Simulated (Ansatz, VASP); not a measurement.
## Rh: VASP beside Ansatz

Contents of INCAR:

```
SYSTEM = Rh
AGGAC = 1.0 ; AGGAX = 1.0
ALDAC = 0.0 ; ALDAX = 1.0
ALGO = Normal ; EDIFF = 1E-7
ENCUT = 520 ; GGA = B5
ISIF = 2 ; ISMEAR = 1
LASPH = .TRUE. ; LCHARG = .TRUE.
LELF = .TRUE. ; LREAL = .FALSE.
LVHAR = .TRUE. ; LWAVE = .FALSE.
NBANDS = 14 ; NELM = 80
PREC = Accurate ; SIGMA = 0.15
```

The input KPOINTS:

```
k-points
0
G
  14 14 14
  0 0 0
```

POSCAR

```
Rh
1.0
    0.0000000000      1.8978500000      1.8978500000
    1.8978500000      0.0000000000      1.8978500000
    1.8978500000      1.8978500000      0.0000000000
Rh
1
Direct
    0.0000000000      0.0000000000      0.0000000000
```

Input for Ansatz:

```yaml
crystal:
  lattice:
    - [0.0, 1.89785, 1.89785]
    - [1.89785, 0.0, 1.89785]
    - [1.89785, 1.89785, 0.0]
  atoms:
    - { symbol: Rh, position: [0.0, 0.0, 0.0] }
basis:
  ecutwfc: 470.0
kpoints:
  mp_grid:
    grid: [14, 14, 14]
hamiltonian:
  xc: blyp
  pseudopotentials:
    kind: paw
scf:
  occupations:
    method: cold
    width: 0.15
output:
  forces: true
  stress: true
```

Alike in both runs: task single point; functional BLYP; k mesh 14 × 14 × 14; no spin polarisation.

|  | VASP | Ansatz |
| --- | --- | --- |
| version | VASP 6.6.1 | Ansatz 0.2.0 |
| potentials or method | VASP PAW PBE potentials, release 64 (Rh_pv), cutoff 520 eV | plane waves, PAW |
| occupations | methfessel-paxton of order 1, width 0.15 eV | cold, width 0.15 eV |
| valence electrons in the cell | 15 | 17 |

VASP gave:

- pressure (GPa): 22.1

Q: What did Ansatz give for the same quantities?

A: Pressure (GPa): 21.4.

VASP's potentials were made for PBE, not for BLYP. VASP's potentials hold 15 valence electrons a cell and Ansatz's 17, so a difference there can come from the potentials and not from the codes.
